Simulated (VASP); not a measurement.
# H4C in VASP: further runs

Runs on H4C. Level: PBE+D3(BJ). Tasks: single point, relaxation of the atoms.

Program: VASP 6.6.1. These are calculated values, not measurements. Logs are shortened: lines on timing, memory, paths and dates and some standing lists are left out, and cuts for length are marked.

### 1 The cell of the first run

The cell holds a disordered packing, 40 atoms: a = 7.958 Å, b = 7.958 Å, c = 7.958 Å, α = 90.00°, β = 90.00°, γ = 90.00°.

### 2 Single point, PBE+D3(BJ)

Contents of INCAR:

```
SYSTEM = H4C
ALGO = Normal
EDIFF = 1E-6
ENCUT = 520
GGA = PE
ISIF = 2
ISMEAR = -1
IVDW = 12
LASPH = .True.
LCHARG = .False.
LREAL = Auto
LWAVE = .False.
NBANDS = 58
NELM = 100
PREC = Accurate
SIGMA = 0.05
```

Contents of KPOINTS:

```
k-points
0
Gamma
  1 1 1
  0 0 0
```

Contents of POSCAR:

```
H4C
1.0
    7.9581140000      0.0000000000      0.0000000000
    0.0000000000      7.9581140000      0.0000000000
    0.0000000000      0.0000000000      7.9581140000
C H
8 32
Direct
    0.3787078195      0.7443346501      0.7415953076
    1.0054140969      0.0753444849      0.7623539949
    0.6464848330      0.7017366175      0.1238610053
    0.3735558450      0.4471662507      0.3651367648
    0.1733702231      0.8951744094      0.1819526586
    0.8556549956      0.5392358039      0.6814177329
    0.4654494771      0.2178028613      0.9347817837
    0.7485944534      0.1027504758      0.3170600471
    0.4490511194      0.6562987160      0.8108830811
    0.4669071089      0.8083196597      0.6620035853
    0.3282436014      0.8248436753      0.8360774927
    0.2865880031      0.7023146439      0.6635366118
    1.0769385812      0.1421065343      0.8673788790
    1.0265623237     -0.0568099427      0.7765659049
    1.0393040361      0.1191739651      0.6370227921
    0.8693642740      0.0903103424      0.7890311699
    0.6997260909      0.6374374632      0.2275664812
    0.5840077184      0.8102422257      0.1641092349
    0.5591525831      0.6156986442      0.0439174407
    0.7475012296      0.7412811628      0.0467824412
    0.2562793144      0.4090165082      0.4262693397
    0.4769597420      0.4171088778      0.4519412514
    0.3630131461      0.5832914683      0.3448807092
    0.3870640707      0.3679766337      0.2488152344
    0.1579017340      0.7927380784      0.0891668554
    0.2403710226      0.8534811137      0.2884728718
    0.0505144812      0.9304968489      0.2267999679
    0.2330828636      1.0079021235      0.1430866660
    0.7201203702      0.5261045519      0.6386186476
    0.8340920977      0.5381300142      0.8145899895
    0.9094868458      0.6633983881      0.6592893743
    0.9276444142      0.4225247339      0.6425266087
    0.4219467075      0.1836490405      1.0677027245
    0.3623220276      0.2596343807      0.8582184171
    0.5130486947      0.1079024503      0.8784744727
    0.5650333735      0.3076734010      0.9587070504
    0.8491836131      0.1832343693      0.2934614910
    0.7844949193     -0.0129930282      0.3680897258
    0.6834408253      0.0876840920      0.1907864099
    0.6638256250      0.1653029851      0.4057242709
```

Potentials or basis: VASP PAW PBE potentials, release 64 (C, H).

Started as:

```console
$ cat potpaw_PBE.64/C/POTCAR potpaw_PBE.64/H/POTCAR > POTCAR
$ mpirun -np 1 vasp_gam > vasp.out
```

OUTCAR:

```text
SYSTEM = H4C
   EDIFF = 1E-6
   ENCUT = 520
   GGA = PE
   ISIF = 2
   ISMEAR = -1
   IVDW = 12
   LASPH = .True.
   LREAL = Auto
   NELM = 100
   PREC = Accurate
 IVDW          = 12

 ion  position               nearest neighbor table
   1  0.379  0.744  0.742-  12 1.02   9 1.05  11 1.07  10 1.07
   2  0.005  0.075  0.762-  14 1.07  15 1.09  16 1.11  13 1.14
   3  0.646  0.702  0.124-  18 1.05  20 1.06  17 1.06  19 1.16
   4  0.374  0.447  0.365-  21 1.10  23 1.10  22 1.10  24 1.13
   5  0.173  0.895  0.182-  26 1.05  28 1.06  27 1.08  25 1.11
   6  0.856  0.539  0.681-  30 1.07  31 1.09  32 1.13  29 1.14
   7  0.465  0.218  0.935-  35 1.05  34 1.07  36 1.08  33 1.15
   8  0.749  0.103  0.317-  37 1.04  38 1.05  40 1.10  39 1.14
   9  0.449  0.656  0.811-   1 1.05
  10  0.467  0.808  0.662-   1 1.07
  11  0.328  0.825  0.836-   1 1.07
  12  0.287  0.702  0.664-   1 1.02
  13  0.077  0.142  0.867-   2 1.14
  14  0.027  0.943  0.777-   2 1.07
[... 24 lines left out ...]
  39  0.683  0.088  0.191-   8 1.14
  40  0.664  0.165  0.406-   8 1.10

  LATTYP: Found a simple cubic cell.
 ALAT       =     7.9581140000

  Lattice vectors:

 A1 = (   7.9581140000,   0.0000000000,   0.0000000000)
 A2 = (   0.0000000000,   7.9581140000,   0.0000000000)
 A3 = (   0.0000000000,   0.0000000000,   7.9581140000)

Analysis of symmetry for initial positions (statically):
=====================================================================
 Subroutine PRICEL returns:
 Original cell was already a primitive cell.

 Routine SETGRP: Setting up the symmetry group for a
 simple cubic supercell.

 Subroutine GETGRP returns: Found  1 space group operations
 (whereof  1 operations were pure point group operations)
 out of a pool of 48 trial point group operations.

The static configuration has the point symmetry C_1 .

Analysis of symmetry for dynamics (positions and initial velocities):
=====================================================================
 Subroutine PRICEL returns:
 Original cell was already a primitive cell.

 Routine SETGRP: Setting up the symmetry group for a
 simple cubic supercell.

 Subroutine GETGRP returns: Found  1 space group operations
 (whereof  1 operations were pure point group operations)
 out of a pool of 48 trial point group operations.

The dynamic configuration has the point symmetry C_1 .

[... 152 lines left out ...]
   EDIFFG = 0.1E-04   stopping-criterion for IOM
   NSW    =      0    number of steps for IOM
   IBRION =     -1    ionic relax: 0-MD 1-quasi-New 2-CG
   NFREE  =      0    steps in history (QN), initial steepest desc. (CG)
   ISIF   =      2    stress and relaxation
   ISYM   =      2    0-nonsym 1-usesym 2-fastsym
   POTIM  = 0.5000    time-step for ionic-motion
   TEBEG  =    0.0;   TEEND  =   0.0 temperature during run
   PSTRESS=    0.0 pullay stress
   NELECT =      64.0000    total number of electrons
   NUPDOWN=      -1.0000    fix difference up-down
   EMIN   =  10.00;   EMAX   =-10.00  energy-range for DOS
   EFERMI =   0.00;   METHOD = LEGACY
   ISMEAR =    -1;   SIGMA  =   0.05  broadening in eV -4-tet -1-fermi 0-gaus
   EFERMI_NEDOS =   21; number of points for ismear=-14 and -15
   IALGO  =     38    algorithm
   IMIX   =      4    mixing-type and parameters
     AMIX     =   0.40;   BMIX     =  1.00
     AMIX_MAG =   1.60;   BMIX_MAG =  1.00
  volume/ion in A,a.u.               =      12.60        85.03
  Fermi-wavevector in a.u.,A,eV,Ry     =   0.822858  1.554975  9.212431  0.677095
  Thomas-Fermi vector in A             =   1.934266
   LORBIT       =      0    0 simple, 1 ext, 2 COOP (PROOUT), +10 PAW based schemes
   GGA     = PE    functional components
   LHFCALC =     F    Hartree Fock is set to
   AEXX    =    0.0000 exact exchange contribution
   IVDW    =    12    specifies the selected vdW correction
   LEPSILON=     F    determine dielectric tensor
   LRPA    =     F    only Hartree local field effects (RPA)
 non-spin polarized calculation
  energy-cutoff  :      520.00
  volume of cell :      504.00
 maximum number of plane-waves:      6759
 NGX is ok and might be reduce to    60
   NGX = 29   NGY = 29   NGZ = 29

 number of electron      63.9999993 magnetization

 Free energy of the ion-electron system (eV)
  ---------------------------------------------------
  ext. energy  EPLUGINS =         0.00000000
  ---------------------------------------------------
  free energy    TOTEN  =      -191.13752386 eV

  energy without entropy =     -191.13752386  energy(sigma->0) =     -191.13752386

 E-fermi :  -5.3398     XC(G=0):  -5.5078

 val. band max:       -6.5973349717   @ k =   0.0000   0.0000   0.0000
 cond. band min:       0.5192435919   @ k =   0.0000   0.0000   0.0000
 fundamental gap:      7.1165785636
 Fermi energy:        -5.3397873766

 k-point     1 :       0.0000    0.0000    0.0000
  band No.  band energies     occupation
      1     -15.4022      2.00000
      2     -15.2302      2.00000
      3     -15.1108      2.00000
      4     -15.1029      2.00000
      5     -15.0139      2.00000
      6     -14.9811      2.00000
[... 36 lines left out ...]
     43       3.7826      0.00000
     44       3.9745      0.00000
 [bands above 44 left out]

------------------------ aborting loop because EDIFF is reached ----------------------------------------

 Edisp (eV)   -1.02728

 E8    (eV) :    -0.2100

  FORCE on cell =-STRESS in cart. coord.  units (eV):
  Direction    XX          YY          ZZ          XY          YZ          ZX
  --------------------------------------------------------------------------------------
  -------------------------------------------------------------------------------------
  Total       4.44377     6.09297     1.02004    -1.58263    -4.25077    -1.38723
  in kB      14.12642    19.36909     3.24263    -5.03105   -13.51288    -4.40991
  external pressure =       12.25 kB  Pullay stress =        0.00 kB

 VOLUME and BASIS-vectors are now :
 -----------------------------------------------------------------------------
  energy-cutoff  :      520.00
  volume of cell :      504.00
      direct lattice vectors                 reciprocal lattice vectors
     7.958114000  0.000000000  0.000000000     0.125657913  0.000000000  0.000000000
     0.000000000  7.958114000  0.000000000     0.000000000  0.125657913  0.000000000
     0.000000000  0.000000000  7.958114000     0.000000000  0.000000000  0.125657913

 POSITION                                       TOTAL-FORCE (eV/Angst)
 -----------------------------------------------------------------------------------
      3.01380      5.92350      5.90170         1.620113      1.452309      0.907778
      0.04309      0.59960      6.06690        -0.271283      0.903833      1.522757
      5.14480      5.58450      0.98570        -1.172951     -1.930186     -1.842601
      2.97280      3.55860      2.90580        -0.213778     -0.700133     -0.122724
      1.37970      7.12390      1.44800        -1.066367     -0.651452     -0.317233
      6.80940      4.29130      5.42280        -1.279188     -1.128004     -0.277001
[... 32 lines left out ...]
      5.43890      0.69780      1.51830         0.362931     -0.096119      1.159750
      5.28280      1.31550      3.22880        -0.135998      0.013166     -0.071339
 -----------------------------------------------------------------------------------
    total drift:                                0.013550     -0.004579     -0.007006

  FREE ENERGIE OF THE ION-ELECTRON SYSTEM (eV)
  ---------------------------------------------------
  free  energy   TOTEN  =      -192.1648023424 eV

  energy  without entropy=     -192.1648023423  energy(sigma->0) =     -192.16480234
```

stdout:

```text
POSCAR found type information on POSCAR C H
 POSCAR found :  2 types and      40 ions
 scaLAPACK will be used
 LDA part: xc-table for (Slater+PW92), standard interpolation
 POSCAR, INCAR and KPOINTS ok, starting setup
 FFT: planning ... GRIDC
 FFT: planning ... GRID_SOFT
 FFT: planning ... GRID
 WAVECAR not read
 entering main loop
```

Wall time 53 s (1 thread of AMD EPYC 7R13 (Zen 3), shared host); peak memory 0.43 GiB.

What came out:

* Free energy: -192.1648 eV
* Pressure: 1.2 GPa
* Largest force: 3.151 eV/Å
* Band gap on the k mesh: 7.12 eV
* Dispersion energy per atom: -0.026 eV

Forces in eV/Å, atoms in the order of the input:
```
C    1.620  1.452  0.908
C   -0.271  0.904  1.523
C   -1.173 -1.930 -1.843
C   -0.214 -0.700 -0.123
C   -1.066 -0.651 -0.317
C   -1.279 -1.128 -0.277
C   -0.494  0.043  2.446
C   -2.553  0.633 -1.371
H    0.501 -1.586  0.376
H    0.559  0.731 -0.283
H   -0.451  0.966  0.422
H   -2.268 -1.555 -1.538
H   -0.554 -0.483 -1.143
H    0.455 -0.833 -0.088
H    0.029  0.093 -0.008
H    0.317  0.296 -0.294
H    0.251 -0.809  1.024
H   -1.101  1.277  0.557
H    1.074  1.055  1.244
H    1.014  0.367 -0.942
H   -0.104 -0.125  0.103
H   -0.036  0.177 -0.141
H    0.295 -0.235 -0.328
H   -0.013  0.901  0.598
H    0.345  0.529  0.070
H    0.810 -0.769  1.139
H   -0.685  0.103  0.126
H    0.559  0.734 -0.969
H    1.157  0.347 -0.339
H    0.309 -0.354  1.066
H    0.152 -0.159 -0.700
H   -0.350  1.306  0.214
H    0.081  0.172 -1.375
H   -0.426  0.636 -0.171
H    0.748 -1.292 -0.570
H    0.175  0.456 -0.456
H    1.757  1.081 -0.131
H    0.602 -1.568  0.501
H    0.363 -0.096  1.160
H   -0.136  0.013 -0.071
```

Stress tensor (GPa, compression positive):
```
 1.41 -0.50 -0.44
-0.50  1.94 -1.35
-0.44 -1.35  0.32
```

Levels at points of the mesh, in eV from the valence-band top:
```csv
k point,band 30,band 31,band 32,band 33,band 34,band 35
"(0.00, 0.00, 0.00)",-0.18,-0.04,0.00,7.12,9.03,9.24
```

Caveat: the k points lie up to 0.79 Å⁻¹ apart; the atoms stand as in a frame of molecular dynamics.

(Part 1 of 4 ends here.)
